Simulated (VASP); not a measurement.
# CaB15N16 (a cell with a defect) in VASP: a series of runs

The runs below take CaB15N16 (a cell with a defect) through single point, with PBE.

All numbers are computed with VASP 6.6.1; they aren't measurements. Logs are shortened: lines on timing, memory, paths and dates and some standing lists are left out, and cuts for length are marked.

**1. The cell of the first run**

The cell holds a defect, 32 atoms: a = 6.277 Å, b = 6.277 Å, c = 6.277 Å, α = 109.47°, β = 109.47°, γ = 109.47°.

**2. Single point, PBE**

Contents of INCAR:

```
SYSTEM = CaB15N16
ALGO = Normal ; EDIFF = 1E-6
ENCUT = 520 ; GGA = PE
GGA_COMPAT = .False. ; ISIF = 2
ISMEAR = 0 ; ISYM = -1
LASPH = .True. ; LCHARG = .True.
LELF = .True. ; LREAL = Auto
LVHAR = .True. ; LWAVE = .False.
NBANDS = 90 ; NELECT = 136.0
NELM = 120 ; PREC = Accurate
SIGMA = 0.01
```

Contents of KPOINTS:

```
explicit points
1
Reciprocal
  0.25000000   0.25000000   0.25000000 1
```

Contents of POSCAR:

```
CaB15N16
1.0
   -3.6241103800      3.6241103800     -3.6241103800
    3.6241103800      3.6241103800      3.6241103800
    3.6241103800     -3.6241103800     -3.6241103800
B Ca N
15 1 16
Direct
   -0.0137227725     -0.0137227725     -0.0101202413
    0.0036025311      0.2500000000      0.7637227725
    0.0036025311      0.5137227725      0.5000000000
   -0.0137227725      0.7398797587      0.2362772275
    0.2500000000      0.0036025311      0.7637227725
    0.2500000000      0.5137227725      0.2536025311
    0.2500000000      0.7500000000      0.0000000000
    0.5137227725      0.0036025311      0.5000000000
    0.5137227725      0.2500000000      0.2536025311
    0.4963974689      0.4963974689      0.0101202413
    0.4963974689      0.7601202413      0.7463974689
    0.7398797587     -0.0137227725      0.2362772275
    0.7500000000      0.2500000000      0.0000000000
    0.7601202413      0.4963974689      0.7463974689
    0.7500000000      0.7500000000      0.5000000000
    0.2500000000      0.2500000000      0.5000000000
   -0.0625793410     -0.0625793410      0.1874206590
   -0.0054729956      0.2500000000      0.0067598823
    0.0122328779      0.5054729956      0.7554729956
   -0.0054729956      0.7567598823      0.5000000000
    0.2500000000     -0.0054729956      0.0067598823
    0.2500000000      0.2500000000      0.8125793410
    0.2500000000      0.5625793410      0.5000000000
    0.2500000000      0.7567598823      0.2445270044
    0.5054729956      0.0122328779      0.7554729956
    0.5625793410      0.2500000000      0.5000000000
    0.5054729956      0.5054729956      0.2622328779
    0.4877671221      0.7432401177     -0.0067598823
    0.7567598823     -0.0054729956      0.5000000000
    0.7567598823      0.2500000000      0.2445270044
    0.7432401177      0.4877671221     -0.0067598823
    0.7432401177      0.7432401177      0.7377671221
```

Potentials or basis: VASP PAW PBE potentials, release 64 (B, Ca_sv, N).

Command:

```bash
$ cat potpaw_PBE.64/B/POTCAR potpaw_PBE.64/Ca_sv/POTCAR potpaw_PBE.64/N/POTCAR > POTCAR
$ mpirun -np 1 vasp_std > vasp.out
```

OUTCAR:

```text
SYSTEM = CaB15N16
   EDIFF = 1E-6
   ENCUT = 520
   GGA = PE
   ISIF = 2
   ISMEAR = 0
   ISYM = -1
   LASPH = .True.
   LREAL = Auto
   NELECT = 136.0
   NELM = 120
   PREC = Accurate

 ion  position               nearest neighbor table
   1  0.986  0.986  0.990-  17 1.47  32 1.55  21 1.61  18 1.61  16 2.62
   2  0.004  0.250  0.764-  22 1.47  18 1.55  29 1.61  19 1.61  16 2.62
   3  0.004  0.514  0.500-  23 1.47  20 1.55  30 1.61  19 1.61  16 2.62
   4  0.986  0.740  0.236-  17 1.47  31 1.55  24 1.61  20 1.61  16 2.62
   5  0.250  0.004  0.764-  22 1.47  21 1.55  20 1.61  25 1.61  16 2.62
   6  0.250  0.514  0.254-  23 1.47  24 1.55  18 1.61  27 1.61  16 2.62
   7  0.250  0.750  0.000-  21 1.52  24 1.52  19 1.52  28 1.52
   8  0.514  0.004  0.500-  26 1.47  29 1.55  24 1.61  25 1.61  16 2.62
   9  0.514  0.250  0.254-  26 1.47  30 1.55  21 1.61  27 1.61  16 2.62
  10  0.496  0.496  0.010-  22 1.47  27 1.55  28 1.61  31 1.61  16 2.62
  11  0.496  0.760  0.746-  23 1.47  25 1.55  28 1.61  32 1.61  16 2.62
  12  0.740  0.986  0.236-  17 1.47  28 1.55  29 1.61  30 1.61  16 2.62
  13  0.750  0.250  0.000-  18 1.52  30 1.52  25 1.52  31 1.52
  14  0.760  0.496  0.746-  26 1.47  19 1.55  31 1.61  32 1.61  16 2.62
  15  0.750  0.750  0.500-  20 1.52  29 1.52  27 1.52  32 1.52
  16  0.250  0.250  0.500-  17 1.96  22 1.96  23 1.96  26 1.96  11 2.62  10 2.62  14 2.62   1 2.62
                             4 2.62  12 2.62   3 2.62   5 2.62   6 2.62   8 2.62   9 2.62   2 2.62
  17  0.937  0.937  0.187-   1 1.47   4 1.47  12 1.47  16 1.96
  18  0.995  0.250  0.007-  13 1.52   2 1.55   6 1.61   1 1.61
  19  0.012  0.505  0.755-   7 1.52  14 1.55   2 1.61   3 1.61
  20  0.995  0.757  0.500-  15 1.52   3 1.55   5 1.61   4 1.61
  21  0.250  0.995  0.007-   7 1.52   5 1.55   9 1.61   1 1.61
  22  0.250  0.250  0.813-  10 1.47   5 1.47   2 1.47  16 1.96
[... 8 lines left out ...]
  31  0.743  0.488  0.993-  13 1.52   4 1.55  10 1.61  14 1.61
  32  0.743  0.743  0.738-  15 1.52   1 1.55  14 1.61  11 1.61

IMPORTANT INFORMATION: All symmetrisations will be switched off!
NOSYMM: (Re-)initialisation of all symmetry stuff for point group C_1.

----------------------------------------------------------------------------------------

                                     Primitive cell

  volume of cell :     190.3988

  direct lattice vectors                    reciprocal lattice vectors
    -3.624110380  3.624110380 -3.624110380     0.000000000  0.137964893 -0.137964893
     3.624110380  3.624110380  3.624110380     0.137964893  0.137964893  0.000000000
     3.624110380 -3.624110380 -3.624110380     0.137964893  0.000000000 -0.137964893

  length of vectors
     6.277143310  6.277143310  6.277143310     0.195111823  0.195111823  0.195111823

  position of ions in fractional coordinates (direct lattice)
     0.986277227  0.986277227  0.989879759
     0.003602531  0.250000000  0.763722773
     0.003602531  0.513722773  0.500000000
     0.986277227  0.739879759  0.236277227
     0.250000000  0.003602531  0.763722773
     0.250000000  0.513722773  0.253602531
[... 24 lines left out ...]
     0.743240118  0.487767122  0.993240118
     0.743240118  0.743240118  0.737767122

  ion indices of the primitive-cell ions
   primitive index   ion index
                 1           1
                 2           2
                 3           3
                 4           4
                 5           5
                 6           6
[... 24 lines left out ...]
                31          31
                32          32

----------------------------------------------------------------------------------------

 KPOINTS: explicit points

Read explicit list of k-points.

 Found      1 k-points:

 Following reciprocal coordinates:
            Coordinates               Weight
  0.250000  0.250000  0.250000      1.000000
   k-points           NKPTS =      1   k-points in BZ     NKDIM =      1   number of bands    NBANDS=     90
   number of dos      NEDOS =    301   number of ions     NIONS =     32
   total plane-waves  NPLWV = 110592
   dimension x,y,z NGX =    48 NGY =   48 NGZ =   48
   dimension x,y,z NGXF=    96 NGYF=   96 NGZF=   96
   ions per type =              15   1  16
   NGX,Y,Z   is equivalent  to a cutoff of  12.71, 12.71, 12.71 a.u.
   NGXF,Y,Z  is equivalent  to a cutoff of  25.42, 25.42, 25.42 a.u.
 SYSTEM =  CaB15N16
   PREC   = accura    normal or accurate (medium, high low for compatibility)
   ISTART =      0    job   : 0-new  1-cont  2-samecut
   ICHARG =      2    charge: 1-file 2-atom 10-const
   ISPIN  =      1    spin polarized calculation?
   LNONCOLLINEAR =      F non collinear calculations
   LSORBIT =      F    spin-orbit coupling
   LASPH  =      T    aspherical Exc in radial PAW
   ENCUT  =  520.0 eV  38.22 Ry    6.18 a.u.  11.67 11.67 11.67*2*pi/ulx,y,z
   NELM   =    120;   NELMIN=  2; NELMDL= -5     # of ELM steps
   EDIFF  = 0.1E-05   stopping-criterion for ELM
   LREAL  =      T    real-space projection
   EDIFFG = 0.1E-04   stopping-criterion for IOM
   NSW    =      0    number of steps for IOM
   IBRION =     -1    ionic relax: 0-MD 1-quasi-New 2-CG
   NFREE  =      0    steps in history (QN), initial steepest desc. (CG)
   ISIF   =      2    stress and relaxation
   ISYM   =     -1    0-nonsym 1-usesym 2-fastsym
   POTIM  = 0.5000    time-step for ionic-motion
   TEBEG  =    0.0;   TEEND  =   0.0 temperature during run
   PSTRESS=    0.0 pullay stress
   NELECT =     136.0000    total number of electrons
   NUPDOWN=      -1.0000    fix difference up-down
   EMIN   =  10.00;   EMAX   =-10.00  energy-range for DOS
   EFERMI =   0.00;   METHOD = LEGACY
   ISMEAR =     0;   SIGMA  =   0.01  broadening in eV -4-tet -1-fermi 0-gaus
   EFERMI_NEDOS =   21; number of points for ismear=-14 and -15
   IALGO  =     38    algorithm
   IMIX   =      4    mixing-type and parameters
     AMIX     =   0.40;   BMIX     =  1.00
     AMIX_MAG =   1.60;   BMIX_MAG =  1.00
  volume/ion in A,a.u.               =       5.95        40.15
  Fermi-wavevector in a.u.,A,eV,Ry     =   1.463411  2.765446 29.137862  2.141572
  Thomas-Fermi vector in A             =   2.579509
   LORBIT       =      0    0 simple, 1 ext, 2 COOP (PROOUT), +10 PAW based schemes
   GGA     = PE    functional components
   LHFCALC =     F    Hartree Fock is set to
   AEXX    =    0.0000 exact exchange contribution
   IVDW    =     0    specifies the selected vdW correction
   LEPSILON=     F    determine dielectric tensor
   LRPA    =     F    only Hartree local field effects (RPA)
 non-spin polarized calculation
 Gauss-broadening in eV      SIGMA  =   0.01
  energy-cutoff  :      520.00
  volume of cell :      190.40
 maximum number of plane-waves:      5072
 NGX is ok and might be reduce to    48
   NGX = 23   NGY = 23   NGZ = 23

 number of electron     135.9999998 magnetization

 Free energy of the ion-electron system (eV)
  ---------------------------------------------------
  ext. energy  EPLUGINS =         0.00000000
  ---------------------------------------------------
  free energy    TOTEN  =      -254.24944027 eV

  energy without entropy =     -254.24944027  energy(sigma->0) =     -254.24944027

 E-fermi :   8.2253     XC(G=0): -12.9667

 val. band max:        8.1366344900   @ k =   0.2500   0.2500   0.2500
 cond. band min:      14.1557818389   @ k =   0.2500   0.2500   0.2500
 fundamental gap:      6.0191473490
 Fermi energy:         8.2252519433

 k-point     1 :       0.2500    0.2500    0.2500
  band No.  band energies     occupation
      1     -28.8406      2.00000
      2     -11.9585      2.00000
      3     -11.9585      2.00000
      4     -11.9585      2.00000
      5     -10.5752      2.00000
      6     -10.5752      2.00000
[... 72 lines left out ...]
     79      15.1521      0.00000
     80      15.7701      0.00000
 [bands above 80 left out]

------------------------ aborting loop because EDIFF is reached ----------------------------------------

  FORCE on cell =-STRESS in cart. coord.  units (eV):
  Direction    XX          YY          ZZ          XY          YZ          ZX
  --------------------------------------------------------------------------------------
  -------------------------------------------------------------------------------------
  Total       51.6207033     51.6206587     51.6207338     -0.0000491     -0.0000038     -0.0000207
  in kB      434.3804381    434.3800621    434.3806947     -0.0004135     -0.0000321     -0.0001740
  external PRESSURE =     434.3803983 kB  Pullay stress =       0.0000000 kB

 VOLUME and BASIS-vectors are now :
 -----------------------------------------------------------------------------
  energy-cutoff  :      520.00
  volume of cell :      190.40
      direct lattice vectors                 reciprocal lattice vectors
    -3.624110380  3.624110380 -3.624110380     0.000000000  0.137964893 -0.137964893
     3.624110380  3.624110380  3.624110380     0.137964893  0.137964893  0.000000000
     3.624110380 -3.624110380 -3.624110380     0.137964893  0.000000000 -0.137964893

 POSITION                                       TOTAL-FORCE (eV/Angst)
 -----------------------------------------------------------------------------------
      3.58743      3.56132     -3.58743        -0.015104      0.009707      0.015090
      3.66079     -1.84873     -1.87484         0.015092     -0.015091      0.009707
      3.66079      0.06279      0.03668         0.015100     -0.009707      0.015096
     -0.03668      5.39949     -1.74927        -0.015083     -0.015096     -0.009702
      1.87484     -1.84873     -3.66079        -0.009719     -0.015099     -0.015096
      1.87484      1.84873      0.03668        -0.009701      0.015089      0.015096
[... 24 lines left out ...]
      2.67375      0.86169     -4.52547         0.010710      0.010700      0.005079
      2.67375      2.71342     -2.67375         0.010689     -0.005069     -0.010703
 -----------------------------------------------------------------------------------
    total drift:                                0.000076     -0.000020     -0.000075

  FREE ENERGIE OF THE ION-ELECTRON SYSTEM (eV)
  ---------------------------------------------------
  free  energy   TOTEN  =      -254.2494402662 eV

  energy  without entropy=     -254.2494402662  energy(sigma->0) =     -254.24944027
```

It took 24 s on 1 thread of Intel Xeon 6975P-C (Granite Rapids), shared host; peak memory 0.32 GiB.

Results:

```yaml
Free_energy: -254.2494 eV
Largest_force: 0.067 eV/Å
```

Forces on the atoms (eV/Å):
```
B   -0.015  0.010  0.015
B    0.015 -0.015  0.010
B    0.015 -0.010  0.015
B   -0.015 -0.015 -0.010
B   -0.010 -0.015 -0.015
B   -0.010  0.015  0.015
B    0.000  0.000  0.000
B   -0.015 -0.010 -0.015
B   -0.015  0.015  0.010
B    0.015  0.010 -0.015
B    0.015  0.015 -0.010
B    0.010 -0.015  0.015
B    0.000  0.000  0.000
B    0.010  0.015 -0.015
B    0.000  0.000  0.000
Ca   0.000  0.000  0.000
N   -0.038 -0.038  0.038
N   -0.011  0.011 -0.005
N   -0.005 -0.011  0.011
N   -0.011  0.005 -0.011
N    0.005  0.011  0.011
N    0.038 -0.038 -0.038
N    0.038  0.038  0.038
N    0.005 -0.011 -0.011
N   -0.011 -0.011  0.005
N   -0.038  0.038 -0.038
N   -0.011 -0.005  0.011
N   -0.005  0.011 -0.011
N    0.011  0.005  0.011
N    0.011 -0.011 -0.005
N    0.011  0.011  0.005
N    0.011 -0.005 -0.011
```

Levels at points of the mesh, in eV from the Fermi level:
| k point | band 66 | band 67 | band 68 | band 69 | band 70 | band 71 |
| --- | --- | --- | --- | --- | --- | --- |
| (0.25, 0.25, 0.25) | -0.09 | -0.09 | -0.09 | 5.93 | 5.93 | 6.35 |

Caveat: the cell carries a net charge on a neutralising background, which shifts energy and pressure; the cell is charged against a uniform background, so pressure and absolute levels hang on convention.

**3. Single point, PBE**

Contents of INCAR:

```
PREC = Accurate
ENCUT = 520
EDIFF = 1E-6
ISMEAR = 0
SIGMA = 0.01
LREAL = Auto
LASPH = True
NELM = 120
ALGO = Normal
ISIF = 2
LWAVE = False
LCHARG = False
GGA = PE
NELECT = 134.0
NBANDS = 90
GGA_COMPAT = False
ISYM = -1
```

KPOINTS is that of step 2.

Contents of POSCAR:

```
CaB15N16
1.0
   -3.6241103800      3.6241103800     -3.6241103800
    3.6241103800      3.6241103800      3.6241103800
    3.6241103800     -3.6241103800     -3.6241103800
B Ca N
15 1 16
Direct
   -0.0109591975     -0.0109591975     -0.0110565295
   -0.0000973320      0.2500000000      0.7609591975
   -0.0000973320      0.5109591975      0.5000000000
   -0.0109591975      0.7389434705      0.2390408025
    0.2500000000     -0.0000973320      0.7609591975
    0.2500000000      0.5109591975      0.2499026680
    0.2500000000      0.7500000000      0.0000000000
    0.5109591975     -0.0000973320      0.5000000000
    0.5109591975      0.2500000000      0.2499026680
    0.5000973320      0.5000973320      0.0110565295
    0.5000973320      0.7610565295      0.7500973320
    0.7389434705     -0.0109591975      0.2390408025
    0.7500000000      0.2500000000      0.0000000000
    0.7610565295      0.5000973320      0.7500973320
    0.7500000000      0.7500000000      0.5000000000
    0.2500000000      0.2500000000      0.5000000000
   -0.0661907157     -0.0661907157      0.1838092843
   -0.0039450934      0.2500000000      0.0074016238
    0.0113467172      0.5039450934      0.7539450934
   -0.0039450934      0.7574016238      0.5000000000
    0.2500000000     -0.0039450934      0.0074016238
    0.2500000000      0.2500000000      0.8161907157
    0.2500000000      0.5661907157      0.5000000000
    0.2500000000      0.7574016238      0.2460549066
    0.5039450934      0.0113467172      0.7539450934
    0.5661907157      0.2500000000      0.5000000000
    0.5039450934      0.5039450934      0.2613467172
    0.4886532828      0.7425983762     -0.0074016238
    0.7574016238     -0.0039450934      0.5000000000
    0.7574016238      0.2500000000      0.2460549066
    0.7425983762      0.4886532828     -0.0074016238
    0.7425983762      0.7425983762      0.7386532828
```

Potentials or basis: VASP PAW PBE potentials, release 64 (B, Ca_sv, N).

Command:

```bash
$ cat potpaw_PBE.64/B/POTCAR potpaw_PBE.64/Ca_sv/POTCAR potpaw_PBE.64/N/POTCAR > POTCAR
$ mpirun -np 1 vasp_std > vasp.out
```

Wall time 64 s (1 thread of Intel Xeon 6975P-C (Granite Rapids), shared host); peak memory 0.32 GiB.

Results (log left out):

- Free energy: -270.2234 eV
- Largest force: 0.082 eV/Å

Forces in eV/Å, atoms in the order of the input:
```
B    0.002  0.015 -0.002
B   -0.002  0.002  0.008
B   -0.002 -0.023 -0.001
B    0.002  0.002 -0.012
B   -0.009  0.002  0.003
B   -0.026 -0.002 -0.001
B    0.002  0.001  0.000
B    0.001 -0.029  0.001
B    0.001 -0.001  0.031
B   -0.003  0.010  0.002
B   -0.001 -0.001 -0.025
B    0.012  0.002 -0.002
B    0.000  0.001  0.000
B    0.031 -0.001  0.001
B    0.000 -0.009  0.000
Ca   0.001 -0.003  0.000
N   -0.033 -0.037  0.037
N    0.016 -0.015 -0.027
N   -0.037  0.015 -0.013
N    0.015  0.036  0.015
N    0.028 -0.015 -0.015
N    0.031 -0.034 -0.034
N    0.044  0.040  0.046
N    0.033  0.015  0.013
N    0.014  0.015  0.033
N   -0.047  0.045 -0.051
N    0.015 -0.026 -0.014
N   -0.030 -0.015  0.015
N   -0.015  0.038 -0.014
N   -0.014  0.014 -0.035
N   -0.016 -0.015  0.029
N   -0.015 -0.027  0.014
```

Levels at points of the mesh, in eV from the Fermi level:
| k point | band 65 | band 66 | band 67 | band 68 | band 69 | band 70 | band 71 | band 72 |
| --- | --- | --- | --- | --- | --- | --- | --- | --- |
| (0.25, 0.25, 0.25) | -0.96 | 0.00 | 0.00 | 0.00 | 6.08 | 6.08 | 6.53 | 6.53 |

Caveat: the cell carries a net charge on a neutralising background, which shifts energy and pressure; the cell is charged against a uniform background, so pressure and absolute levels hang on convention.

(Part 1 of 2 ends here.)
